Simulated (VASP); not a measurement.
Runs of VASP 6.6.1 on Re. The structure is that of space group Fm-3m (No. 225), or close to it. The cells are those of the table. This isn't the form of Re at room conditions, which is hcp.

| task | cell | k mesh | cutoff (eV) | gap on the mesh (eV) | pressure (GPa) |
| --- | --- | --- | --- | --- | --- |
| single point | a = 2.741 Å, angles 60.0°, 1 atom | 15 × 15 × 15 | 520 | none | 15.2 |
| single point | a = 2.778 Å, angles 60.0°, 1 atom | 14 × 14 × 14 | 520 | none | -0.8 |
| single point | a = 2.702 Å, angles 60.0°, 1 atom | 15 × 15 × 15 | 520 | none | (a) |
| single point | a = 2.815 Å, angles 60.0°, 1 atom | 15 × 15 × 15 | 520 | none | -13.4 |
| relaxation of cell and atoms | relaxed from a = 2.751 Å, angles 60.0°, 1 atom | 14 × 14 × 14 | 600 | none | 0.0 |
| single point | a = 2.778 Å, angles 60.0°, 1 atom | 23 × 23 × 23 | 520 | none | -0.8 |
| single point | a = 2.851 Å, angles 60.0°, 1 atom | 15 × 15 × 15 | 520 | none | -23.6 |
| single point | a = 2.885 Å, angles 60.0°, 1 atom | 15 × 15 × 15 | 520 | none | (b) |
| single point | a = 2.778 Å, angles 60.0°, 1 atom | 15 × 15 × 15 | 520 | none | -0.7 |
| single point | a = 2.663 Å, angles 60.0°, 1 atom | 15 × 15 × 15 | 520 | none | 59.9 |

Alike in all rows: level RPBE; potentials or basis VASP PAW PBE potentials, release 64 (Re); no spin polarisation; smearing fermi-dirac 0.1 eV.

Problem. Fill in the values left out.

Solution. (a) 35.1; (b) -31.6.

Caveats: the PAW data sets were made with another functional, which shifts forces and pressure a little; spin-orbit coupling is left out, which moves the levels of the heavy elements; the cell stands under pressure (at least some runs); the cell stands under tension (at least some runs).

A k mesh can miss the band edges, and the runs leave out spin-orbit coupling on Re.

A gap of «none» marks levels without a gap at the run's occupations.
